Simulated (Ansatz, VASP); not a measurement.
## Two plane-wave programs on NaCl

Contents of POSCAR:

```
NaCl
1.0
    2.5532366115      2.5532366115      0.0000000000
   -2.5532366115      2.5532366115      0.0000000000
    0.0000000000      2.5532366115      2.5532366115
Na Cl
1 1
Direct
    0.0000000000      0.0000000000      0.0000000000
    0.5000000000      0.5000000000      0.0000000000
```

Contents of INCAR.step1:

```
PREC = Accurate
ENCUT = 550
ISMEAR = 0
SIGMA = 0.01
LREAL = F
LASPH = T
NELM = 120
NBANDS = 14
GGA = PE
ALGO = Normal
EDIFF = 1E-5
LWAVE = T
LCHARG = F
GGA_COMPAT = F
```

File INCAR.step2:

```
PREC = Accurate
ENCUT = 550
EDIFF = 1E-6
ISMEAR = 0
SIGMA = 0.01
LREAL = F
LASPH = T
NELM = 120
ALGO = Normal
ISIF = 2
LWAVE = F
LCHARG = F
METAGGA = R2SCAN
LMIXTAU = T
NBANDS = 14
ISTART = 1
GGA_COMPAT = F
```

File KPOINTS:

```
Automatic mesh
0
Gamma
  8 8 8
```

Input for Ansatz:

```yaml
crystal:
  lattice:
    - [2.55323661153, 2.55323661153, 0.0]
    - [-2.55323661153, 2.55323661153, 0.0]
    - [0.0, 2.55323661153, 2.55323661153]
  atoms:
    - { symbol: Na, position: [0.0, 0.0, 0.0] }
    - { symbol: Cl, position: [0.5, 0.5, 0.0] }
kpoints:
  mp_grid: { grid: [8, 8, 8] }
scf:
  occupations: { method: fixed }
  convergence: { dr2_threshold: 1.0e-10 }
hamiltonian:
  xc: r2scan
  pseudopotentials: { kind: paw }
output:
  forces: true
  stress: true
  eigenstates:
    kpoints:
      - [0.0, 0.0, 0.0]
      - [-0.5, -0.5, -0.5]
      - [-0.5, 0.5, 0.0]
      - [0.0, 0.0, -0.5]
      - [0.0, -0.5, -0.5]
      - [0.0, 0.5, 0.0]
      - [-0.5, 0.0, 0.0]
      - [-0.5, 0.0, -0.5]
  eigenvalues: true
```

Alike in both runs: task single point; functional r2SCAN; k mesh 8 × 8 × 8; no spin polarisation.

|  | VASP | Ansatz |
| --- | --- | --- |
| version | VASP 6.6.1 | Ansatz 0.2.0 |
| potentials or method | VASP PAW PBE potentials, release 64 (Na_pv, Cl) | PAW with Ansatz's default frozen-core files, scalar-relativistic |
| plane-wave cutoff (eV) | 550 | 500 |
| occupations | gaussian, width 0.01 eV | fixed |
| valence electrons in the cell | 14 | 16 |

Ansatz gave:

```
gap on the k mesh at the Fermi level (eV) : 7.45
pressure (GPa)                            : 15.0
```

Question: Estimate VASP's values.

Answer: gap on the k mesh at the Fermi level (eV): 7.48; pressure (GPa): 14.8.

VASP's potentials were made for PBE, not for r2SCAN. VASP's potentials hold 14 valence electrons a cell and Ansatz's 16, so a difference there can come from the potentials and not from the codes.
